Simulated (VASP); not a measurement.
# TiTlF3 (Pm-3m) in VASP: a series of runs

Runs on TiTlF3. Level: PBE+U. Tasks: single point.

Program: VASP 6.6.1. These are calculated values, not measurements. Logs are shortened: lines on timing, memory, paths and dates and some standing lists are left out, and cuts for length are marked.

### Step 1. The cell of the first run

Symmetry: Pm-3m, No. 221, cubic system. Conventional cell: a = 4.448 Å, b = 4.448 Å, c = 4.448 Å, α = 90.00°, β = 90.00°, γ = 90.00°. Ti (site symmetry m-3m) has 6 F at 2.22 Å within 2.9 Å. F (site symmetry 4/mmm) has 2 Ti at 2.22 Å within 2.9 Å. Within 4.1 Å of Tl (site symmetry m-3m) lie 12 F at 3.15 Å and 8 Ti at 3.85 Å.

### Step 2. Single point, PBE+U, collinear spin

The input, INCAR:

```
SYSTEM = TiTlF3
  PREC = Accurate
  ENCUT = 520
  EDIFF = 1E-6
  ISMEAR = -1
  SIGMA = 0.1
  LREAL = .False.
  LASPH = .True.
  NELM = 150
  ALGO = Normal
  ISIF = 2
  LWAVE = .False.
  LCHARG = .False.
  ISPIN = 2
  MAGMOM = 1.5 0 0 0 0
  LORBIT = 11
  LMAXMIX = 4
  LDAU = .True.
  LDAUTYPE = 2
  LDAUL = 2 -1 -1
  LDAUU = 3.38 0 0
  LDAUJ = 0 0 0
  LDAUPRINT = 1
  GGA = PE
  NBANDS = 35
```

The input, KPOINTS:

```
regular mesh
0
Gamma
  4 4 4
  0 0 0
```

The input, POSCAR:

```
TiTlF3
1.0
    4.4480855700      0.0000000000      0.0000000000
    0.0000000000      4.4480855700      0.0000000000
    0.0000000000      0.0000000000      4.4480855700
Ti F Tl
1 3 1
Direct
    0.0000000000      0.0000000000      0.0000000000
    0.5000000000      0.0000000000      0.0000000000
    0.0000000000      0.5000000000      0.0000000000
    0.0000000000      0.0000000000      0.5000000000
    0.5000000000      0.5000000000      0.5000000000
```

Potentials or basis: VASP PAW PBE potentials, release 64 (Ti_sv, F, Tl_d).

The run is started by

```sh
$ cat potpaw_PBE.64/Ti_sv/POTCAR potpaw_PBE.64/F/POTCAR potpaw_PBE.64/Tl_d/POTCAR > POTCAR
$ mpirun -np 1 vasp_std > vasp.out
```

OUTCAR:

```text
SYSTEM = TiTlF3
   PREC = Accurate
   ENCUT = 520
   EDIFF = 1E-6
   ISMEAR = -1
   LREAL = .False.
   LASPH = .True.
   NELM = 150
   ISIF = 2
   ISPIN = 2
   LORBIT = 11
   GGA = PE

 ion  position               nearest neighbor table
   1  0.000  0.000  0.000-   2 2.22   3 2.22   4 2.22   4 2.22   3 2.22   2 2.22
   2  0.500  0.000  0.000-   1 2.22   1 2.22
   3  0.000  0.500  0.000-   1 2.22   1 2.22
   4  0.000  0.000  0.500-   1 2.22   1 2.22
   5  0.500  0.500  0.500-

  LATTYP: Found a simple cubic cell.
 ALAT       =     4.4480855700

  Lattice vectors:

 A1 = (   4.4480855700,   0.0000000000,   0.0000000000)
 A2 = (   0.0000000000,   4.4480855700,   0.0000000000)
 A3 = (   0.0000000000,   0.0000000000,   4.4480855700)

Analysis of symmetry for initial positions (statically):
=====================================================================
 Subroutine PRICEL returns:
 Original cell was already a primitive cell.

 Routine SETGRP: Setting up the symmetry group for a
 simple cubic supercell.

 Subroutine GETGRP returns: Found 48 space group operations
 (whereof 48 operations were pure point group operations)
 out of a pool of 48 trial point group operations.

The static configuration has the point symmetry O_h .

Analysis of symmetry for dynamics (positions and initial velocities):
=====================================================================
 Subroutine PRICEL returns:
 Original cell was already a primitive cell.

 Routine SETGRP: Setting up the symmetry group for a
 simple cubic supercell.

 Subroutine GETGRP returns: Found 48 space group operations
 (whereof 48 operations were pure point group operations)
 out of a pool of 48 trial point group operations.

The dynamic configuration has the point symmetry O_h .

Analysis of structural, dynamic, and magnetic symmetry:
=====================================================================
 Subroutine PRICEL returns:
 Original cell was already a primitive cell.

 Routine SETGRP: Setting up the symmetry group for a
 simple cubic supercell.

 Subroutine GETGRP returns: Found 48 space group operations
 (whereof 48 operations were pure point group operations)
 out of a pool of 48 trial point group operations.

The overall configuration has the point symmetry O_h .

 Subroutine INISYM returns: Found 48 space group operations
 (whereof 48 operations are pure point group operations),
 and found     1 'primitive' translations

----------------------------------------------------------------------------------------

                                     Primitive cell

  volume of cell :      88.0074

  direct lattice vectors                    reciprocal lattice vectors
     4.448085570  0.000000000  0.000000000     0.224815819  0.000000000  0.000000000
     0.000000000  4.448085570  0.000000000     0.000000000  0.224815819  0.000000000
     0.000000000  0.000000000  4.448085570     0.000000000  0.000000000  0.224815819

  length of vectors
     4.448085570  4.448085570  4.448085570     0.224815819  0.224815819  0.224815819

  position of ions in fractional coordinates (direct lattice)
     0.000000000  0.000000000  0.000000000
     0.500000000  0.000000000  0.000000000
     0.000000000  0.500000000  0.000000000
     0.000000000  0.000000000  0.500000000
     0.500000000  0.500000000  0.500000000

  ion indices of the primitive-cell ions
   primitive index   ion index
                 1           1
                 2           2
                 3           3
                 4           4
                 5           5

[... 72 lines left out ...]
   EFERMI_NEDOS =   21; number of points for ismear=-14 and -15
   IALGO  =     38    algorithm
   IMIX   =      4    mixing-type and parameters
     AMIX     =   0.40;   BMIX     =  1.00
     AMIX_MAG =   1.60;   BMIX_MAG =  1.00
  volume/ion in A,a.u.               =      17.60       118.78
  Fermi-wavevector in a.u.,A,eV,Ry     =   1.318725  2.492029 23.661024  1.739036
  Thomas-Fermi vector in A             =   2.448674
   LORBIT       =     11    0 simple, 1 ext, 2 COOP (PROOUT), +10 PAW based schemes
 LDA+U is selected, type is set to LDAUTYPE =  2
   angular momentum for each species LDAUL =     2   -1   -1
   U (eV)           for each species LDAUU =   3.4  0.0  0.0
   J (eV)           for each species LDAUJ =   0.0  0.0  0.0
   GGA     = PE    functional components
   LHFCALC =     F    Hartree Fock is set to
   AEXX    =    0.0000 exact exchange contribution
   IVDW    =     0    specifies the selected vdW correction
   LEPSILON=     F    determine dielectric tensor
   LRPA    =     F    only Hartree local field effects (RPA)
 spin polarized calculation
  energy-cutoff  :      520.00
  volume of cell :       88.01
 maximum number of plane-waves:      2392
 NGX is ok and might be reduce to    36
   NGX = 17   NGY = 17   NGZ = 17

 number of electron      45.9999978 magnetization      -0.4070650

atom =   1  type =  1  l = 2

 onsite density matrix

spin component  1

  0.5502 -0.0000 -0.0000 -0.0000  0.0000
 -0.0000  0.5502  0.0000 -0.0000  0.0000
 -0.0000  0.0000  0.0579  0.0000 -0.0000
 -0.0000 -0.0000  0.0000  0.5502 -0.0000
  0.0000  0.0000 -0.0000 -0.0000  0.0579

spin component  2

  0.0116 -0.0000  0.0000  0.0000  0.0000
 -0.0000  0.0116  0.0000  0.0000  0.0000
  0.0000  0.0000  0.0509  0.0000  0.0000
  0.0000  0.0000  0.0000  0.0116 -0.0000
  0.0000  0.0000  0.0000 -0.0000  0.0509

 occupancies and eigenvectors

  o =  0.0116  v =  0.0000  0.0000  0.0000  0.0000  0.0000  1.0000  0.0000  0.0000  0.0000  0.0000      0.0000  0.0000  0.0000  0.0000  0.0000  0.0000  0.0000  0.0000  0.0000  0.0000
  o =  0.0116  v =  0.0000  0.0000  0.0000  0.0000  0.0000  0.0000 -0.7116  0.0000 -0.7026 -0.0000      0.0000  0.0000  0.0000  0.0000  0.0000  0.0000  0.0000  0.0000  0.0000  0.0000
  o =  0.0116  v =  0.0000  0.0000  0.0000  0.0000  0.0000  0.0000 -0.7026  0.0000  0.7116 -0.0000      0.0000  0.0000  0.0000  0.0000  0.0000  0.0000  0.0000  0.0000  0.0000  0.0000
  o =  0.0509  v =  0.0000  0.0000  0.0000  0.0000  0.0000  0.0000  0.0000 -1.0000  0.0000  0.0032      0.0000  0.0000  0.0000  0.0000  0.0000  0.0000  0.0000  0.0000  0.0000  0.0000
  o =  0.0509  v =  0.0000  0.0000  0.0000  0.0000  0.0000  0.0000 -0.0000  0.0032 -0.0000  1.0000      0.0000  0.0000  0.0000  0.0000  0.0000  0.0000  0.0000  0.0000  0.0000  0.0000
  o =  0.0579  v =  0.0000 -0.0000  0.1501  0.0000  0.9887  0.0000  0.0000  0.0000  0.0000  0.0000      0.0000  0.0000  0.0000  0.0000  0.0000  0.0000  0.0000  0.0000  0.0000  0.0000
  o =  0.0579  v =  0.0000 -0.0000 -0.9887  0.0000  0.1501  0.0000  0.0000  0.0000  0.0000  0.0000      0.0000  0.0000  0.0000  0.0000  0.0000  0.0000  0.0000  0.0000  0.0000  0.0000
  o =  0.5502  v =  0.0000 -0.8975  0.0000  0.4410 -0.0000  0.0000  0.0000  0.0000  0.0000  0.0000      0.0000  0.0000  0.0000  0.0000  0.0000  0.0000  0.0000  0.0000  0.0000  0.0000
  o =  0.5502  v =  0.0000 -0.4410 -0.0000 -0.8975 -0.0000  0.0000  0.0000  0.0000  0.0000  0.0000      0.0000  0.0000  0.0000  0.0000  0.0000  0.0000  0.0000  0.0000  0.0000  0.0000
  o =  0.5502  v =  1.0000  0.0000  0.0000  0.0000  0.0000  0.0000  0.0000  0.0000  0.0000  0.0000      0.0000  0.0000  0.0000  0.0000  0.0000  0.0000  0.0000  0.0000  0.0000  0.0000

 number of electron      45.9999978 magnetization       1.9448834

 Free energy of the ion-electron system (eV)
  ---------------------------------------------------
  ext. energy  EPLUGINS =         0.00000000
  ---------------------------------------------------
  free energy    TOTEN  =       -25.55404135 eV

  energy without entropy =      -25.41845043  energy(sigma->0) =      -25.48624589

 E-fermi :   4.9374     XC(G=0):  -9.3456

 val. band max:        4.9070876662   @ k =   0.5000   0.0000   0.0000
 cond. band min:       5.0042878940   @ k =   0.5000   0.2500   0.0000
 fundamental gap:      0.0972002278
 Fermi energy:         4.9374118556

 spin component 1

 k-point     1 :       0.0000    0.0000    0.0000
  band No.  band energies     occupation
      1     -53.3285      1.00000
      2     -29.6266      1.00000
      3     -29.6266      1.00000
      4     -29.6265      1.00000
      5     -19.9025      1.00000
      6     -19.6510      1.00000
[... 369 lines left out ...]
     34      12.1432      0.00000
     35      19.5630      0.00000
 Fermi energy:         4.9374118556

 spin component 2

 k-point     1 :       0.0000    0.0000    0.0000
  band No.  band energies     occupation
      1     -51.6959      1.00000
      2     -27.9993      1.00000
      3     -27.9993      1.00000
      4     -27.9993      1.00000
      5     -19.8890      1.00000
      6     -19.6483      1.00000
[... 369 lines left out ...]
     34      12.9101      0.00000
     35      19.5853      0.00000

------------------------ aborting loop because EDIFF is reached ----------------------------------------

  FORCE on cell =-STRESS in cart. coord.  units (eV):
  Direction    XX          YY          ZZ          XY          YZ          ZX
  --------------------------------------------------------------------------------------
  -------------------------------------------------------------------------------------
  Total       -2.6811480     -2.6811480     -2.6811480      0.0000000     -0.0000000      0.0000000
  in kB      -48.8103558    -48.8103558    -48.8103558      0.0000000     -0.0000000      0.0000000
  external PRESSURE =     -48.8103558 kB  Pullay stress =       0.0000000 kB

 VOLUME and BASIS-vectors are now :
 -----------------------------------------------------------------------------
  energy-cutoff  :      520.00
  volume of cell :       88.01
      direct lattice vectors                 reciprocal lattice vectors
     4.448085570  0.000000000  0.000000000     0.224815819  0.000000000  0.000000000
     0.000000000  4.448085570  0.000000000     0.000000000  0.224815819  0.000000000
     0.000000000  0.000000000  4.448085570     0.000000000  0.000000000  0.224815819

 POSITION                                       TOTAL-FORCE (eV/Angst)
 -----------------------------------------------------------------------------------
      0.00000      0.00000      0.00000         0.000000      0.000000      0.000000
      2.22404      0.00000      0.00000         0.000000      0.000000      0.000000
      0.00000      2.22404      0.00000         0.000000      0.000000      0.000000
      0.00000      0.00000      2.22404         0.000000      0.000000      0.000000
      2.22404      2.22404      2.22404         0.000000      0.000000      0.000000
 -----------------------------------------------------------------------------------
    total drift:                                0.000000      0.000000     -0.000000

  FREE ENERGIE OF THE ION-ELECTRON SYSTEM (eV)
  ---------------------------------------------------
  free  energy   TOTEN  =       -25.5540413506 eV

  energy  without entropy=      -25.4184504266  energy(sigma->0) =      -25.48624589

 total charge

# of ion       s       p       d       tot
------------------------------------------
    1        2.083   6.036   1.889  10.007
    2        1.734   4.338   0.000   6.072
    3        1.734   4.338   0.000   6.072
    4        1.734   4.338   0.000   6.072
    5        1.321   0.085   9.671  11.077
--------------------------------------------------
tot          8.605  19.135  11.560  39.300

 magnetization (x)

# of ion       s       p       d       tot
------------------------------------------
    1        0.008   0.007   1.621   1.637
    2        0.000  -0.001   0.000  -0.001
    3        0.000  -0.001   0.000  -0.001
    4        0.000  -0.001   0.000  -0.001
    5       -0.000   0.012   0.001   0.012
--------------------------------------------------
tot          0.008   0.015   1.622   1.646
```

Run time: 2.7 min. Hardware: 1 thread of Intel Xeon 8259CL, shared host; peak memory 0.27 GiB.

Results:

```
Free energy                                           : -25.5540 eV
Pressure                                              : -4.9 GPa
Net moment                                            : 1.94 μB per cell
Site moments                                          : Ti +1.64; F -0.00; Tl +0.01 μB
Valence electrons inside the program's atomic spheres : Ti 10.01; F 6.07; Tl 11.08
```

Eigenvalues of the final occupation matrices:
```
    site  spin  trace               eigenvalues
site 1 d     1   1.77  0.06 0.06 0.55 0.55 0.55
site 1 d     2   0.14  0.01 0.01 0.01 0.05 0.05
```

Caveat: the cell stands under tension; spin-orbit coupling is left out, which moves the levels of the heavy elements.

### Step 3. Single point, PBE+U, collinear spin

The input, INCAR:

```
ALGO = Normal
EDIFF = 1E-7
ENCUT = 520
GGA = PE
ISIF = 2
ISMEAR = -1
ISPIN = 2
LASPH = True
LCHARG = True
LDAU = True
LDAUJ = 0 0 0
LDAUL = 2 -1 -1
LDAUPRINT = 1
LDAUTYPE = 2
LDAUU = 3.38 0 0
LELF = True
LMAXMIX = 4
LORBIT = 11
LREAL = False
LVHAR = True
LWAVE = False
MAGMOM = 1.5 0 0 0 0
NBANDS = 35
NELM = 150
PREC = Accurate
SIGMA = 0.1
```

The input, KPOINTS:

```
k-points
0
Gamma
  4 4 4
```

POSCAR is that of step 2.

Potentials or basis: VASP PAW PBE potentials, release 64 (Ti_sv, F, Tl_d).

The run is started by

```sh
$ cat potpaw_PBE.64/Ti_sv/POTCAR potpaw_PBE.64/F/POTCAR potpaw_PBE.64/Tl_d/POTCAR > POTCAR
$ mpirun -np 1 vasp_std > vasp.out
```

It took 2.8 min on 1 thread of Intel Xeon 8259CL, shared host; peak memory 0.27 GiB.

Results (log left out):

```
Free energy                                           : -25.5540 eV
Pressure                                              : -4.9 GPa
Net moment                                            : 1.94 μB per cell
Site moments                                          : Ti +1.64; F -0.00; Tl +0.01 μB
Valence electrons inside the program's atomic spheres : Ti 10.01; F 6.07; Tl 11.08
```

Levels at points of the mesh, in eV from the Fermi level:
Spin up:
```tsv
k point	band 22	band 23	band 24	band 25	band 26	band 27
(0.00, 0.00, 0.00)	-5.83	-0.51	-0.51	-0.50	2.40	2.40
(0.50, 0.00, 0.00)	-4.55	-0.50	-0.18	-0.11	-0.11	2.44
(0.50, 0.50, 0.00)	-4.70	-0.04	-0.04	0.33	1.09	1.09
(0.50, 0.50, 0.50)	-5.44	0.29	0.29	0.29	2.37	2.37
```
Spin down:
| k point | band 20 | band 21 | band 22 | band 23 | band 24 | band 25 |
| --- | --- | --- | --- | --- | --- | --- |
| (0.00, 0.00, 0.00) | -5.81 | -5.81 | -5.81 | 2.88 | 2.88 | 2.88 |
| (0.50, 0.00, 0.00) | -5.74 | -5.74 | -4.53 | -0.03 | 2.53 | 2.53 |
| (0.50, 0.50, 0.00) | -6.00 | -5.41 | -4.64 | 1.16 | 1.16 | 3.05 |
| (0.50, 0.50, 0.50) | -5.42 | -5.42 | -5.42 | 2.09 | 2.09 | 2.09 |

Eigenvalues of the final occupation matrices:
```
    site  spin  trace               eigenvalues
site 1 d     1   1.77  0.06 0.06 0.55 0.55 0.55
site 1 d     2   0.14  0.01 0.01 0.01 0.05 0.05
```

Caveat: the cell stands under tension; spin-orbit coupling is left out, which moves the levels of the heavy elements.
